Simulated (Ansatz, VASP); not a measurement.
One calculation of HfNb2CN2, two programs

```
Hf Nb C N
1.0
     3.16704    0.00000    0.00000
     0.00000    3.16704    0.00000
     0.00000    0.00000    8.67359
Hf Nb C N
1 2 1 2
Direct
  0.50000 0.50000 0.00000
  0.50000 0.00000 0.79618
  0.00000 0.50000 0.20382
  0.00000 0.00000 0.00000
  0.50000 0.00000 0.33952
  0.00000 0.50000 0.66048
```

Change from the starting cell: species swapped into the Zr2SiTe2As type (P-4m2, No. 115).

Alike in both runs: task single point; functional PBE; k mesh 6 × 6 × 2; occupations gaussian, width 0.1 eV; no spin polarisation.

|  | VASP | Ansatz |
| --- | --- | --- |
| version | VASP 6.6.1 | Ansatz 0.2.0 |
| potentials or method | VASP PAW PBE potentials, release 64 (Hf_pv, Nb_sv, C, N), cutoff 520 eV | scalar-relativistic, plane waves, PAW |
| valence electrons in the cell | 50 | 66 |

```csv
,VASP,Ansatz,Ansatz less VASP
gap on the k mesh at the Fermi level (eV),none,none,-
pressure (GPa),10.6,11.1,+0.46
"traceless stress, the component that is largest in VASP (GPa)",16.55,17.00,+0.448
rms of the force components (eV/Å),3.880,3.907,+0.0279
```

Atom by atom the forces differ by 0.033 eV/Å (rms over components). A gap of «none» marks a metal or a gap that the smearing closes. With one functional, cell and mesh, what is left measures potentials, basis and numerics. VASP's potentials hold 50 valence electrons a cell and Ansatz's 66, so a difference there can come from the potentials and not from the codes.

The k mesh is coarse, so the values compare programs but aren't converged. Spin-orbit coupling is off throughout.
